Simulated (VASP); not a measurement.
Write the native input for VASP 6.6.1 that does the following.

```
Task                   : single point
Functional             : PBE
Potentials or basis    : VASP PAW PBE potentials, release 64 (Ti_sv, B)
Cutoff                 : 500 eV
k mesh                 : 8 × 8 × 6
Occupations            : fermi-dirac, width 0.05 eV
Spin                   : no spin polarisation
Dipole correction      : no
Further INCAR settings : ALGO = Normal; EDIFF = 1e-06; NBANDS = 16
```

The structure of TiB2 lies in POSCAR:

```
TiB2
1.0
    3.0526245005      0.0000000000      0.0000000000
   -1.5263122502      2.6436503656      0.0000000000
    0.0000000000      0.0000000000      3.2438711904
Ti B
1 2
Direct
    0.0000000000      0.0000000000      0.0000000000
    0.3333333333      0.6666666667      0.5000000000
    0.6666666667      0.3333333333      0.5000000000
```

One way to write it, as run:

INCAR

```
SYSTEM = TiB2
PREC     = Accurate       ! precision mode
ENCUT    = 500            ! plane-wave cutoff, eV
EDIFF    = 1E-6           ! SCF threshold, eV
ISMEAR   = -1             ! smearing method
SIGMA    = 0.05           ! smearing width, eV
LREAL    = .FALSE.        ! projectors in reciprocal space
LASPH    = .TRUE.         ! aspherical terms in the spheres
NELM     = 120            ! most SCF steps
ALGO     = Normal         ! electronic algorithm
ISIF     = 2              ! what is computed and relaxed
LWAVE    = .FALSE.        ! write WAVECAR
LCHARG   = .FALSE.        ! write CHGCAR
GGA      = PE             ! functional
NBANDS   = 16             ! bands
GGA_COMPAT= .FALSE.
```

KPOINTS

```
regular mesh
0
G
  8 8 6
  0 0 0
```

Potentials or basis: VASP PAW PBE potentials, release 64 (Ti_sv, B).

Launch:

```sh
$ cat potpaw_PBE.64/Ti_sv/POTCAR potpaw_PBE.64/B/POTCAR > POTCAR
$ mpirun -np 1 vasp_std > vasp.out
```

It gave:

```
Pressure               : -4.7 GPa
Band gap on the k mesh : zero (band 9 reaches 9.94 eV, above the bottom of band 10 at 9.58 eV)
```

Wall time 7.4 s on 1 thread of Intel(R) Xeon(R) 6975P-C (Granite Rapids) (shared host), peak memory 0.14 GiB.
